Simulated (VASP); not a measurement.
# SrTlF3 (P-6m2) in VASP: relaxation of cell and atoms with PBE

Aim: the relaxation of cell and atoms of SrTlF3 with PBE.

Everything below comes from runs of VASP 6.6.1. Logs are shortened: lines on timing, memory, paths and dates and some standing lists are left out, and cuts for length are marked.

**1. The cell of the first run**

Symmetry: P-6m2, No. 187, hexagonal system. The conventional cell has a = 4.053 Å, b = 4.053 Å, c = 8.273 Å, α = 90.00°, β = 90.00°, γ = 120.00°. Within 3.1 Å of Sr (site symmetry -6m2) lie 5 F at 2.34 to 2.83 Å. Tl (site symmetry -6m2) has 6 F at 2.68 Å within 3.5 Å. F (site symmetry 3m) has 1 F at 2.61 Å and 3 Tl at 2.68 Å and 1 Sr at 2.83 Å within 3.4 Å. F (site symmetry -6m2) has 3 Sr at 2.34 Å within 3.1 Å.

The cell was built from a structure type or drawn by symmetry, and may not be a known phase.

**2. Relaxation of cell and atoms, PBE**

Input file INCAR:

```
PREC = Accurate
ENCUT = 600
EDIFF = 1E-6
ISMEAR = 0
SIGMA = 0.1
LREAL = False
LASPH = True
NELM = 80
ALGO = Normal
ISIF = 3
LWAVE = False
LCHARG = False
GGA = PE
IBRION = 2
NSW = 90
EDIFFG = -0.04
```

Input file KPOINTS:

```
regular mesh
0
Gamma
  6 6 2
```

Input file POSCAR:

```
SrTlF3
1.0
    4.0528638400      0.0000000000      0.0000000000
   -2.0264319200      3.5098830500      0.0000000000
    0.0000000000      0.0000000000      8.2727674600
Sr Tl F
1 1 3
Direct
    0.0000000000      0.0000000000      0.0000000000
    0.6666666700      0.3333333300      0.5000000000
    0.0000000000      0.0000000000      0.3423409100
    0.0000000000      0.0000000000      0.6576590900
    0.6666666700      0.3333333300      0.0000000000
```

Potentials or basis: VASP PAW PBE potentials, release 64 (Sr_sv, Tl_d, F).

Started as:

```
> cat potpaw_PBE.64/Sr_sv/POTCAR potpaw_PBE.64/Tl_d/POTCAR potpaw_PBE.64/F/POTCAR > POTCAR
> mpirun -np 1 vasp_std > vasp.out
```

OUTCAR:

```text
PREC = Accurate
   ENCUT = 600
   EDIFF = 1E-6
   ISMEAR = 0
   LREAL = False
   LASPH = True
   NELM = 80
   ISIF = 3
   GGA = PE
   IBRION = 2
   NSW = 90
   EDIFFG = -0.04

 ion  position               nearest neighbor table
   1  0.000  0.000  0.000-   5 2.34   5 2.34   5 2.34   3 2.83   4 2.83
   2  0.667  0.333  0.500-   3 2.68   4 2.68   3 2.68   4 2.68   3 2.68   4 2.68
   3  0.000  0.000  0.342-   2 2.68   2 2.68   2 2.68   1 2.83
   4  0.000  0.000  0.658-   2 2.68   2 2.68   2 2.68   1 2.83
   5  0.667  0.333  0.000-   1 2.34   1 2.34   1 2.34

  LATTYP: Found a hexagonal cell.
 ALAT       =     4.0528638400
 C/A-ratio  =     2.0412152460

  Lattice vectors:

 A1 = (   4.0528638400,   0.0000000000,   0.0000000000)
 A2 = (  -2.0264319200,   3.5098830500,   0.0000000000)
 A3 = (   0.0000000000,   0.0000000000,   8.2727674600)

Analysis of symmetry for initial positions (statically):
=====================================================================
 Subroutine PRICEL returns:
 Original cell was already a primitive cell.

 Routine SETGRP: Setting up the symmetry group for a
 hexagonal supercell.

 Subroutine GETGRP returns: Found 12 space group operations
 (whereof 12 operations were pure point group operations)
 out of a pool of 24 trial point group operations.

The static configuration has the point symmetry D_3h.

Analysis of symmetry for dynamics (positions and initial velocities):
=====================================================================
 Subroutine PRICEL returns:
 Original cell was already a primitive cell.

 Routine SETGRP: Setting up the symmetry group for a
 hexagonal supercell.

 Subroutine GETGRP returns: Found 12 space group operations
 (whereof 12 operations were pure point group operations)
 out of a pool of 24 trial point group operations.

The dynamic configuration has the point symmetry D_3h.

 Subroutine INISYM returns: Found 12 space group operations
 (whereof 12 operations are pure point group operations),
 and found     1 'primitive' translations

----------------------------------------------------------------------------------------

                                     Primitive cell

  volume of cell :     117.6808

  direct lattice vectors                    reciprocal lattice vectors
     4.052863840  0.000000000  0.000000000     0.246739106  0.142454889  0.000000000
    -2.026431920  3.509883050  0.000000000     0.000000000  0.284909778  0.000000000
     0.000000000  0.000000000  8.272767460     0.000000000  0.000000000  0.120878534

  length of vectors
     4.052863840  4.052863846  8.272767460     0.284909778  0.284909778  0.120878534

  position of ions in fractional coordinates (direct lattice)
     0.000000000  0.000000000  0.000000000
     0.666666670  0.333333330  0.500000000
     0.000000000  0.000000000  0.342340910
     0.000000000  0.000000000  0.657659090
     0.666666670  0.333333330  0.000000000

  ion indices of the primitive-cell ions
   primitive index   ion index
                 1           1
                 2           2
                 3           3
                 4           4
                 5           5

----------------------------------------------------------------------------------------

 KPOINTS: regular mesh

Automatic generation of k-mesh.
 Grid dimensions read from file:
 generate k-points for:    6    6    2

 Generating k-lattice:

  Cartesian coordinates                     Fractional coordinates (reciprocal lattice)
     0.041123184  0.023742481  0.000000000     0.166666667  0.000000000  0.000000000
     0.000000000  0.047484963  0.000000000     0.000000000  0.166666667  0.000000000
     0.000000000  0.000000000  0.060439267     0.000000000  0.000000000  0.500000000

  Length of vectors
     0.047484963  0.047484963  0.060439267

  Shift w.r.t. Gamma in fractional coordinates (k-lattice)
     0.000000000  0.000000000  0.000000000

 Subroutine IBZKPT returns following result:
 ===========================================

 Found     14 irreducible k-points:

 Following reciprocal coordinates:
            Coordinates               Weight
  0.000000  0.000000  0.000000      1.000000
  0.166667 -0.000000  0.000000      6.000000
  0.333333 -0.000000  0.000000      6.000000
  0.500000 -0.000000  0.000000      3.000000
  0.166667  0.166667  0.000000      6.000000
  0.333333  0.166667  0.000000     12.000000
  0.333333  0.333333  0.000000      2.000000
  0.000000  0.000000  0.500000      1.000000
  0.166667 -0.000000  0.500000      6.000000
  0.333333 -0.000000  0.500000      6.000000
  0.500000 -0.000000  0.500000      3.000000
  0.166667  0.166667  0.500000      6.000000
  0.333333  0.166667  0.500000     12.000000
  0.333333  0.333333  0.500000      2.000000
   k-points           NKPTS =     14   k-points in BZ     NKDIM =     14   number of bands    NBANDS=     26
   number of dos      NEDOS =    301   number of ions     NIONS =      5
   total plane-waves  NPLWV =  71680
   dimension x,y,z NGX =    32 NGY =   32 NGZ =   70
   dimension x,y,z NGXF=    64 NGYF=   64 NGZF=  140
   ions per type =               1   1   3
   NGX,Y,Z   is equivalent  to a cutoff of  13.13, 13.13, 14.07 a.u.
   NGXF,Y,Z  is equivalent  to a cutoff of  26.25, 26.25, 28.13 a.u.
 SYSTEM =  unknown system
   PREC   = accura    normal or accurate (medium, high low for compatibility)
   ISTART =      0    job   : 0-new  1-cont  2-samecut
   ICHARG =      2    charge: 1-file 2-atom 10-const
   ISPIN  =      1    spin polarized calculation?
   LNONCOLLINEAR =      F non collinear calculations
   LSORBIT =      F    spin-orbit coupling
   LASPH  =      T    aspherical Exc in radial PAW
   ENCUT  =  600.0 eV  44.10 Ry    6.64 a.u.   8.09  8.09 16.52*2*pi/ulx,y,z
   NELM   =     80;   NELMIN=  2; NELMDL= -5     # of ELM steps
   EDIFF  = 0.1E-05   stopping-criterion for ELM
   LREAL  =      F    real-space projection
   EDIFFG = -.4E-01   stopping-criterion for IOM
   NSW    =     90    number of steps for IOM
   IBRION =      2    ionic relax: 0-MD 1-quasi-New 2-CG
   NFREE  =      1    steps in history (QN), initial steepest desc. (CG)
   ISIF   =      3    stress and relaxation
   ISYM   =      2    0-nonsym 1-usesym 2-fastsym
   POTIM  = 0.5000    time-step for ionic-motion
   TEBEG  =    0.0;   TEEND  =   0.0 temperature during run
   PSTRESS=    0.0 pullay stress
   NELECT =      44.0000    total number of electrons
   NUPDOWN=      -1.0000    fix difference up-down
   EMIN   =  10.00;   EMAX   =-10.00  energy-range for DOS
   EFERMI =   0.00;   METHOD = LEGACY
   ISMEAR =     0;   SIGMA  =   0.10  broadening in eV -4-tet -1-fermi 0-gaus
   EFERMI_NEDOS =   21; number of points for ismear=-14 and -15
   IALGO  =     38    algorithm
   IMIX   =      4    mixing-type and parameters
     AMIX     =   0.40;   BMIX     =  1.00
     AMIX_MAG =   1.60;   BMIX_MAG =  1.00
  volume/ion in A,a.u.               =      23.54       158.83
  Fermi-wavevector in a.u.,A,eV,Ry     =   1.179389  2.228723 18.925152  1.390959
  Thomas-Fermi vector in A             =   2.315701
   LORBIT       =      0    0 simple, 1 ext, 2 COOP (PROOUT), +10 PAW based schemes
   GGA     = PE    functional components
   LHFCALC =     F    Hartree Fock is set to
   AEXX    =    0.0000 exact exchange contribution
   IVDW    =     0    specifies the selected vdW correction
   LEPSILON=     F    determine dielectric tensor
   LRPA    =     F    only Hartree local field effects (RPA)
 conjugate gradient relaxation of ions
 non-spin polarized calculation
 Gauss-broadening in eV      SIGMA  =   0.10
  energy-cutoff  :      600.00
  volume of cell :      117.68
 maximum number of plane-waves:      3942
   NGX = 17   NGY = 17   NGZ = 33

--------------------------------------- Ionic step        1  -------------------------------------------

 number of electron      44.0000009 magnetization

 Free energy of the ion-electron system (eV)
  ---------------------------------------------------
  ext. energy  EPLUGINS =         0.00000000
  ---------------------------------------------------
  free energy    TOTEN  =       -22.39978543 eV

  energy without entropy =      -22.39978542  energy(sigma->0) =      -22.39978542

------------------------ aborting loop because EDIFF is reached ----------------------------------------

  FORCE on cell =-STRESS in cart. coord.  units (eV):
  Direction    XX          YY          ZZ          XY          YZ          ZX
  --------------------------------------------------------------------------------------
  -------------------------------------------------------------------------------------
  Total        3.4271285      3.4271285     -5.9213346      0.0000000     -0.0000000      0.0000000
  in kB       46.6590073     46.6590075    -80.6166433      0.0000000     -0.0000000      0.0000000
  external PRESSURE =       4.2337905 kB  Pullay stress =       0.0000000 kB
[... 98 lines left out ...]
  FREE ENERGIE OF THE ION-ELECTRON SYSTEM (eV)
  ---------------------------------------------------
  free  energy   TOTEN  =       -23.4860001364 eV

  energy  without entropy=      -23.4860001364  energy(sigma->0) =      -23.48600014

 E-fermi :   0.0375     XC(G=0):  -7.9678

 val. band max:       -0.3938178231   @ k =   0.3333   0.3333   0.0000
 cond. band min:       2.7716974916   @ k =   0.0000   0.0000   0.5000
 fundamental gap:      3.1655153147
 Fermi energy:         0.0374686165

 k-point     1 :       0.0000    0.0000    0.0000
  band No.  band energies     occupation
      1     -32.9708      2.00000
      2     -22.1219      2.00000
      3     -20.7461      2.00000
      4     -20.6150      2.00000
      5     -15.0807      2.00000
      6     -15.0807      2.00000
[... 395 lines left out ...]
     25       5.7890      0.00000
     26       5.7989      0.00000

[... ionic steps 4 to 11 ...]

--------------------------------------- Ionic step       12  -------------------------------------------

 number of electron      43.9999987 magnetization

------------------------ aborting loop because EDIFF is reached ----------------------------------------

  FORCE on cell =-STRESS in cart. coord.  units (eV):
  Direction    XX          YY          ZZ          XY          YZ          ZX
  --------------------------------------------------------------------------------------
  -------------------------------------------------------------------------------------
  Total        0.1222581      0.1222581      0.0083587     -0.0000000      0.0000000      0.0000000
  in kB        1.6638801      1.6638801      0.1137580     -0.0000000      0.0000000      0.0000000
  external PRESSURE =       1.1471727 kB  Pullay stress =       0.0000000 kB
[... 63 lines left out ...]
  energy  without entropy=      -23.6738108431  energy(sigma->0) =      -23.67381084

--------------------------------------- Ionic step       14  -------------------------------------------

 number of electron      43.9999986 magnetization

 Free energy of the ion-electron system (eV)
  ---------------------------------------------------
  ext. energy  EPLUGINS =         0.00000000
  ---------------------------------------------------
  free energy    TOTEN  =       -23.67417189 eV

  energy without entropy =      -23.67417189  energy(sigma->0) =      -23.67417189

 E-fermi :  -0.1228     XC(G=0):  -7.8666

 val. band max:       -0.5823035029   @ k =   0.3333   0.3333   0.0000
 cond. band min:       2.6665754881   @ k =   0.0000   0.0000   0.5000
 fundamental gap:      3.2488789910
 Fermi energy:        -0.1227725647

 k-point     1 :       0.0000    0.0000    0.0000
  band No.  band energies     occupation
      1     -33.2568      2.00000
      2     -22.3672      2.00000
      3     -20.7287      2.00000
      4     -20.6139      2.00000
      5     -15.3585      2.00000
      6     -15.3585      2.00000
[... 427 lines left out ...]
  FREE ENERGIE OF THE ION-ELECTRON SYSTEM (eV)
  ---------------------------------------------------
  free  energy   TOTEN  =       -23.6741718910 eV

  energy  without entropy=      -23.6741718910  energy(sigma->0) =      -23.67417189

 reached required accuracy - stopping structural energy minimisation
```

It took 6.8 min on 1 thread of Intel Xeon Platinum 8259CL at 2.50GHz (Skylake/Cascade Lake), shared host; peak memory 0.3 GiB.

Results:

```yaml
Free_energy: -23.6742 eV
Relaxed_volume: 23.71 Å³/atom
Relaxed_cell: a = 4.201 Å, b = 4.201 Å, c = 7.758 Å, α = 90.00°, β = 90.00°, γ = 120.00°
Space_group_after_relaxing_to_0.1_Å: P-6m2 (No. 187)
Energy_gained_by_relaxing: 254.9 meV/atom
Ionic_steps: 14
Pressure_after_relaxing: -0.1 GPa
Largest_force_after_relaxing: 0.015 eV/Å
Band_gap_on_the_k_mesh: 3.25 eV (least direct gap 3.89 eV)
```

Forces in eV/Å, atoms in the order of the input:
```
Sr   0.000  0.000  0.000
Tl   0.000  0.000  0.000
F    0.000  0.000 -0.015
F    0.000  0.000  0.015
F    0.000  0.000  0.000
```

Step by step:
```tsv
step	energy change (eV)	largest force (eV/Å)	pressure (GPa)	volume (Å³)
1	0.0000	2.2128	0.42	117.68
2	-0.8380	1.6640	-1.14	118.42
3	-1.0862	0.2702	0.71	118.36
4	-1.1474	0.7894	-0.72	118.52
5	-1.1566	0.5782	-0.46	118.50
6	-1.1566	0.5072	-0.38	118.49
7	-1.2072	0.2257	0.13	117.43
8	-1.2398	0.2325	1.11	115.67
9	-1.2712	0.0004	0.35	117.21
10	-1.2735	0.0805	0.06	117.83
11	-1.2735	0.0726	0.10	117.77
12	-1.2735	0.0672	0.11	117.72
13	-1.2740	0.0478	0.05	118.03
14	-1.2744	0.0146	-0.05	118.57
```

Final structure:
```
CELL_PARAMETERS angstrom
4.20087 0.00000 0.00000
-2.10044 3.63806 0.00000
0.00000 0.00000 7.75839
ATOMIC_POSITIONS crystal
Sr 0.00000 0.00000 0.00000
Tl 0.66667 0.33333 0.50000
F 0.00000 0.00000 0.29969
F 0.00000 0.00000 0.70031
F 0.66667 0.33333 0.00000
```

Caveat: spin-orbit coupling is left out, which moves the levels of the heavy elements. A k mesh can miss the band edges.
